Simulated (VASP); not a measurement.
# Hf2Bi2O (P-6m2) in VASP: notebook

The runs below take Hf2Bi2O through single point, with PBE.

Everything below comes from runs of VASP 6.6.1. Logs are shortened: lines on timing, memory, paths and dates and some standing lists are left out, and cuts for length are marked.

## 1. The cell of the first run

Symmetry: P-6m2, No. 187, hexagonal system. Conventional cell: a = 4.030 Å, b = 4.030 Å, c = 8.156 Å, α = 90.00°, β = 90.00°, γ = 120.00°. Hf (site symmetry 3m) has 6 Bi at 2.87 Å and 3 O at 3.34 Å and 1 Hf at 3.35 Å within 3.8 Å. Within 3.1 Å of Bi (site symmetry -6m2) lie 3 Bi at 2.33 Å and 6 Hf at 2.87 Å. Within 3.1 Å of Bi (site symmetry -6m2) lie 3 Bi at 2.33 Å and 6 Hf at 2.87 Å. O (site symmetry -6m2) has 6 Hf at 3.34 Å and 6 O at 4.03 Å and 2 Bi at 4.08 Å within 4.4 Å.

## 2. Single point, PBE

INCAR reads:

```
ALGO = Normal ; EDIFF = 1E-7
ENCUT = 520 ; GGA = PE
ISIF = 2 ; ISMEAR = 0
LASPH = True ; LCHARG = False
LREAL = False ; LWAVE = False
NBANDS = 36 ; NELM = 80
PREC = Accurate ; SIGMA = 0.1
```

KPOINTS reads:

```
k-points
0
Gamma
  6 6 2
```

POSCAR reads:

```
Hf2Bi2O
1.0
    4.0300520100      0.0000000000      0.0000000000
   -2.0150260000      3.4901274200      0.0000000000
    0.0000000000      0.0000000000      8.1555325800
Hf Bi O
2 2 1
Direct
    0.3333333300      0.6666666700      0.2054603200
    0.3333333300      0.6666666700      0.7945396800
    0.6666666700      0.3333333300      0.0000000000
    0.0000000000      0.0000000000      0.0000000000
    0.0000000000      0.0000000000      0.5000000000
```

Potentials or basis: VASP PAW PBE potentials, release 64 (Hf_pv, Bi_d, O).

On the command line:

```sh
$ cat potpaw_PBE.64/Hf_pv/POTCAR potpaw_PBE.64/Bi_d/POTCAR potpaw_PBE.64/O/POTCAR > POTCAR
$ mpirun -np 1 vasp_std > vasp.out
```

OUTCAR:

```text
EDIFF = 1E-7
   ENCUT = 520
   GGA = PE
   ISIF = 2
   ISMEAR = 0
   LASPH = True
   LREAL = False
   NELM = 80
   PREC = Accurate

 ion  position               nearest neighbor table
   1  0.333  0.667  0.205-   4 2.87   3 2.87   3 2.87   4 2.87   4 2.87   3 2.87   2 3.35
   2  0.333  0.667  0.795-   4 2.87   3 2.87   3 2.87   4 2.87   4 2.87   3 2.87   1 3.35
   3  0.667  0.333  0.000-   4 2.33   4 2.33   4 2.33   2 2.87   1 2.87   2 2.87   1 2.87   1 2.87
                             2 2.87
   4  0.000  0.000  0.000-   3 2.33   3 2.33   3 2.33   1 2.87   2 2.87   1 2.87   2 2.87   1 2.87
                             2 2.87
   5  0.000  0.000  0.500-

  LATTYP: Found a hexagonal cell.
 ALAT       =     4.0300520100
 C/A-ratio  =     2.0236792378

  Lattice vectors:

 A1 = (   4.0300520100,   0.0000000000,   0.0000000000)
 A2 = (  -2.0150260000,   3.4901274200,   0.0000000000)
 A3 = (   0.0000000000,   0.0000000000,   8.1555325800)

Analysis of symmetry for initial positions (statically):
=====================================================================
 Subroutine PRICEL returns:
 Original cell was already a primitive cell.

 Routine SETGRP: Setting up the symmetry group for a
 hexagonal supercell.

 Subroutine GETGRP returns: Found 12 space group operations
 (whereof 12 operations were pure point group operations)
 out of a pool of 24 trial point group operations.

The static configuration has the point symmetry D_3h.

Analysis of symmetry for dynamics (positions and initial velocities):
=====================================================================
 Subroutine PRICEL returns:
 Original cell was already a primitive cell.

 Routine SETGRP: Setting up the symmetry group for a
 hexagonal supercell.

 Subroutine GETGRP returns: Found 12 space group operations
 (whereof 12 operations were pure point group operations)
 out of a pool of 24 trial point group operations.

The dynamic configuration has the point symmetry D_3h.

 Subroutine INISYM returns: Found 12 space group operations
 (whereof 12 operations are pure point group operations),
 and found     1 'primitive' translations

----------------------------------------------------------------------------------------

[... 85 lines left out ...]
   ENCUT  =  520.0 eV  38.22 Ry    6.18 a.u.   7.49  7.49 15.16*2*pi/ulx,y,z
   NELM   =     80;   NELMIN=  2; NELMDL= -5     # of ELM steps
   EDIFF  = 0.1E-06   stopping-criterion for ELM
   LREAL  =      F    real-space projection
   EDIFFG = 0.1E-05   stopping-criterion for IOM
   NSW    =      0    number of steps for IOM
   IBRION =     -1    ionic relax: 0-MD 1-quasi-New 2-CG
   NFREE  =      0    steps in history (QN), initial steepest desc. (CG)
   ISIF   =      2    stress and relaxation
   ISYM   =      2    0-nonsym 1-usesym 2-fastsym
   POTIM  = 0.5000    time-step for ionic-motion
   TEBEG  =    0.0;   TEEND  =   0.0 temperature during run
   PSTRESS=    0.0 pullay stress
   NELECT =      56.0000    total number of electrons
   NUPDOWN=      -1.0000    fix difference up-down
   EMIN   =  10.00;   EMAX   =-10.00  energy-range for DOS
   EFERMI =   0.00;   METHOD = LEGACY
   ISMEAR =     0;   SIGMA  =   0.10  broadening in eV -4-tet -1-fermi 0-gaus
   EFERMI_NEDOS =   21; number of points for ismear=-14 and -15
   IALGO  =     38    algorithm
   IMIX   =      4    mixing-type and parameters
     AMIX     =   0.40;   BMIX     =  1.00
     AMIX_MAG =   1.60;   BMIX_MAG =  1.00
  volume/ion in A,a.u.               =      22.94       154.82
  Fermi-wavevector in a.u.,A,eV,Ry     =   1.289049  2.435949 22.608084  1.661647
  Thomas-Fermi vector in A             =   2.420966
   LORBIT       =      0    0 simple, 1 ext, 2 COOP (PROOUT), +10 PAW based schemes
   GGA     = PE    functional components
   LHFCALC =     F    Hartree Fock is set to
   AEXX    =    0.0000 exact exchange contribution
   IVDW    =     0    specifies the selected vdW correction
   LEPSILON=     F    determine dielectric tensor
   LRPA    =     F    only Hartree local field effects (RPA)
 non-spin polarized calculation
 Gauss-broadening in eV      SIGMA  =   0.10
  energy-cutoff  :      520.00
  volume of cell :      114.71
 maximum number of plane-waves:      3115
 NGX is ok and might be reduce to    30
   NGX = 15   NGY = 15   NGZ = 31

 number of electron      56.0000003 magnetization

 Free energy of the ion-electron system (eV)
  ---------------------------------------------------
  ext. energy  EPLUGINS =         0.00000000
  ---------------------------------------------------
  free energy    TOTEN  =       -15.07738797 eV

  energy without entropy =      -15.06028509  energy(sigma->0) =      -15.06883653

 E-fermi :   6.6788     XC(G=0): -10.1957

 val. band max:        6.6724244857   @ k =   0.5000   0.0000   0.0000
 cond. band min:       6.7113404417   @ k =   0.3333   0.0000   0.5000
 fundamental gap:      0.0389159560
 Fermi energy:         6.6788364788

 k-point     1 :       0.0000    0.0000    0.0000
  band No.  band energies     occupation
      1     -25.4786      2.00000
      2     -25.3420      2.00000
      3     -25.3420      2.00000
      4     -25.3173      2.00000
      5     -25.3173      2.00000
      6     -25.2659      2.00000
[... 535 lines left out ...]
     35       9.8670      0.00000
     36      10.0090      0.00000

------------------------ aborting loop because EDIFF is reached ----------------------------------------

  FORCE on cell =-STRESS in cart. coord.  units (eV):
  Direction    XX          YY          ZZ          XY          YZ          ZX
  --------------------------------------------------------------------------------------
  -------------------------------------------------------------------------------------
  Total       60.0768261     60.0768261     -4.8248926      0.0000001      0.0000000      0.0000000
  in kB      839.0991901    839.0991905    -67.3897693      0.0000012      0.0000000      0.0000000
  external PRESSURE =     536.9362038 kB  Pullay stress =       0.0000000 kB

 VOLUME and BASIS-vectors are now :
 -----------------------------------------------------------------------------
  energy-cutoff  :      520.00
  volume of cell :      114.71
      direct lattice vectors                 reciprocal lattice vectors
     4.030052010  0.000000000  0.000000000     0.248135755  0.143261245  0.000000000
    -2.015026000  3.490127420  0.000000000     0.000000000  0.286522490  0.000000000
     0.000000000  0.000000000  8.155532580     0.000000000  0.000000000  0.122616149

 POSITION                                       TOTAL-FORCE (eV/Angst)
 -----------------------------------------------------------------------------------
     -0.00000      2.32675      1.67564         0.000000     -0.000000      4.256563
     -0.00000      2.32675      6.47989         0.000000     -0.000000     -4.256563
      2.01503      1.16338      0.00000         0.000000      0.000000      0.000000
      0.00000      0.00000      0.00000        -0.000000      0.000000      0.000000
      0.00000      0.00000      4.07777        -0.000000      0.000000      0.000000
 -----------------------------------------------------------------------------------
    total drift:                               -0.000002      0.000001     -0.000000

  FREE ENERGIE OF THE ION-ELECTRON SYSTEM (eV)
  ---------------------------------------------------
  free  energy   TOTEN  =       -15.0773879749 eV

  energy  without entropy=      -15.0602850894  energy(sigma->0) =      -15.06883653
```

Wall time 49 s (1 thread of Intel Xeon 6975P-C (Granite Rapids), shared host); peak memory 0.25 GiB.

What came out:

* Free energy: -15.0774 eV
* Pressure: 53.7 GPa
* Largest force: 4.257 eV/Å
* Band gap on the k mesh: zero (band 28 reaches 7.20 eV, above the bottom of band 29 at 5.86 eV)

Forces on the atoms (eV/Å):
```
Hf   0.000  0.000  4.257
Hf   0.000  0.000 -4.257
Bi   0.000  0.000  0.000
Bi   0.000  0.000  0.000
O    0.000  0.000  0.000
```

Stress tensor (GPa, compression positive):
```
83.91  0.00  0.00
 0.00 83.91  0.00
 0.00  0.00 -6.74
```

Caveat: the k points lie up to 0.39 Å⁻¹ apart; spin-orbit coupling is left out, which moves the levels of the heavy elements; forces of over 1 eV/Å act on the atoms, so gaps and moduli don't describe the material at rest.

## 3. Single point, PBE

This run uses another cell than the first one, of 25.53 Å³/atom, 1.113 times its volume.

INCAR reads:

```
ALGO = Normal ; EDIFF = 1E-6
ENCUT = 520 ; GGA = PE
ISIF = 2 ; ISMEAR = 0
LASPH = True ; LCHARG = False
LREAL = False ; LWAVE = False
NBANDS = 36 ; NELM = 100
PREC = Accurate ; SIGMA = 0.1
```

KPOINTS is that of step 2.

POSCAR reads:

```
Hf2Bi2O
1.0
    5.2061406669     -0.0000000037      0.0000000000
   -2.6030703302      4.5086500751      0.0000000000
    0.0000000000      0.0000000000      5.4377885588
Hf Bi O
2 2 1
Direct
    0.3333333333      0.6666666667      0.2390506933
    0.3333333333      0.6666666667      0.7609493067
    0.6666666667      0.3333333333      0.0000000000
    0.0000000000      0.0000000000      0.0000000000
    0.0000000000      0.0000000000      0.5000000000
```

Potentials or basis: VASP PAW PBE potentials, release 64 (Hf_pv, Bi_d, O).

On the command line:

```sh
$ cat potpaw_PBE.64/Hf_pv/POTCAR potpaw_PBE.64/Bi_d/POTCAR potpaw_PBE.64/O/POTCAR > POTCAR
$ mpirun -np 1 vasp_std > vasp.out
```

It took 51 s on 1 thread of Intel Xeon 6975P-C (Granite Rapids), shared host; peak memory 0.27 GiB.

The run converged. Its results:

| Quantity | Value |
| --- | --- |
| Free energy | -29.6166 eV |
| Pressure | 0.0 GPa |
| Largest force | 0.047 eV/Å |
| Band gap on the k mesh | zero (band 28 reaches 5.65 eV, above the bottom of band 29 at 5.24 eV) |

Forces in eV/Å, atoms in the order of the input:
```
Hf   0.000  0.000 -0.047
Hf   0.000  0.000  0.047
Bi   0.000  0.000  0.000
Bi   0.000  0.000  0.000
O    0.000  0.000  0.000
```

Stress tensor (GPa, compression positive):
```
 0.08  0.00  0.00
 0.00  0.08  0.00
 0.00  0.00 -0.17
```

Levels at points of the mesh, in eV from the Fermi level:
| k point | band 25 | band 26 | band 27 | band 28 | band 29 | band 30 | band 31 | band 32 |
| --- | --- | --- | --- | --- | --- | --- | --- | --- |
| (0.00, 0.00, 0.00) | -2.60 | -2.01 | -2.01 | -1.42 | 0.16 | 1.22 | 1.22 | 1.34 |
| (0.50, 0.00, 0.00) | -2.15 | -1.69 | -1.20 | -0.73 | 0.32 | 0.82 | 1.13 | 1.46 |
| (0.00, 0.00, 0.50) | -2.14 | -2.14 | -1.98 | -0.09 | -0.07 | 0.63 | 0.63 | 1.60 |
| (0.50, 0.00, 0.50) | -1.78 | -1.17 | -0.42 | 0.04 | 0.30 | 0.43 | 0.88 | 0.98 |

Caveat: the k points lie up to 0.58 Å⁻¹ apart; spin-orbit coupling is left out, which moves the levels of the heavy elements.

## 4. Single point, PBE

This run uses another cell than the first one, of 25.33 Å³/atom, 1.104 times its volume.

INCAR reads:

```
  PREC = Accurate
  ENCUT = 520
  EDIFF = 1E-7
  ISMEAR = 0
  SIGMA = 0.1
  LREAL = F
  LASPH = T
  NELM = 60
  ALGO = Normal
  ISIF = 2
  LWAVE = F
  LCHARG = T
  GGA = PE
  LELF = T
  LVHAR = T
  NBANDS = 36
```

KPOINTS reads:

```
regular mesh
0
Gamma
  6 6 4
```

POSCAR reads:

```
Hf2Bi2O
1.0
    5.2773616916      0.0000000000      0.0000000000
   -2.6386808458      4.5703292899      0.0000000000
    0.0000000000      0.0000000000      5.2509197805
Hf Bi O
2 2 1
Direct
    0.3333333333      0.6666666667      0.2395927419
    0.3333333333      0.6666666667      0.7604072581
    0.6666666667      0.3333333333      0.0000000000
    0.0000000000      0.0000000000      0.0000000000
    0.0000000000      0.0000000000      0.5000000000
```

On the command line:

```sh
$ cat potpaw_PBE.64/Hf_pv/POTCAR potpaw_PBE.64/Bi_d/POTCAR potpaw_PBE.64/O/POTCAR > POTCAR
$ mpirun -np 1 vasp_std > vasp.out
```

Run time: 80 s. Hardware: 1 thread of Intel Xeon 6975P-C (Granite Rapids), shared host; peak memory 0.29 GiB.

It converged, with:

```
Free energy            : -30.0624 eV
Pressure               : -0.3 GPa
Largest force          : 0.132 eV/Å
Band gap on the k mesh : zero (band 28 reaches 6.11 eV, above the bottom of band 29 at 5.24 eV)
```

Forces on the atoms (eV/Å):
```
Hf   0.000  0.000 -0.132
Hf   0.000  0.000  0.132
Bi   0.000  0.000  0.000
Bi   0.000  0.000  0.000
O    0.000  0.000  0.000
```

Stress tensor (GPa, compression positive):
```
-0.16  0.00  0.00
 0.00 -0.16  0.00
 0.00  0.00 -0.50
```

Levels at points of the mesh, in eV from the Fermi level:
| k point | band 25 | band 26 | band 27 | band 28 | band 29 | band 30 | band 31 | band 32 |
| --- | --- | --- | --- | --- | --- | --- | --- | --- |
| (0.00, 0.00, 0.00) | -2.43 | -1.99 | -1.99 | -1.33 | 0.32 | 1.27 | 1.27 | 1.62 |
| (0.50, 0.00, 0.00) | -2.01 | -1.35 | -1.18 | -0.70 | 0.32 | 1.17 | 1.19 | 1.86 |
| (0.00, 0.00, 0.50) | -1.96 | -1.91 | -1.91 | 0.61 | 0.68 | 0.82 | 0.82 | 1.81 |
| (0.50, 0.00, 0.50) | -1.61 | -0.96 | -0.31 | 0.38 | 0.48 | 1.16 | 1.16 | 1.31 |

Caveat: spin-orbit coupling is left out, which moves the levels of the heavy elements.

## 5. The runs side by side

| cell | k mesh | gap on the mesh (eV) | pressure (GPa) | largest force (eV/Å) |
| --- | --- | --- | --- | --- |
| a = 4.030, b = 4.030, c = 8.156 Å, angles 90.0, 90.0, 120.0°, 5 atoms | 6 × 6 × 2 | none | 53.7 | 4.26 |
| a = 5.206, b = 5.206, c = 5.438 Å, angles 90.0, 90.0, 120.0°, 5 atoms | 6 × 6 × 2 | none | 0.0 | 0.05 |
| a = 5.277, b = 5.277, c = 5.251 Å, angles 90.0, 90.0, 120.0°, 5 atoms | 6 × 6 × 4 | none | -0.3 | 0.13 |

Alike in all rows: task single point; level PBE; potentials or basis VASP PAW PBE potentials, release 64 (Hf_pv, Bi_d, O); no spin polarisation; cutoff (eV) 520; smearing gaussian 0.1 eV.

Caveats: some runs use coarse meshes; spin-orbit coupling is left out, which moves the levels of the heavy elements; forces of over 1 eV/Å act on the atoms, so gaps and moduli don't describe the material at rest (some runs).

Total energies depend on the potentials used, so only differences within one code and one set of settings carry meaning.
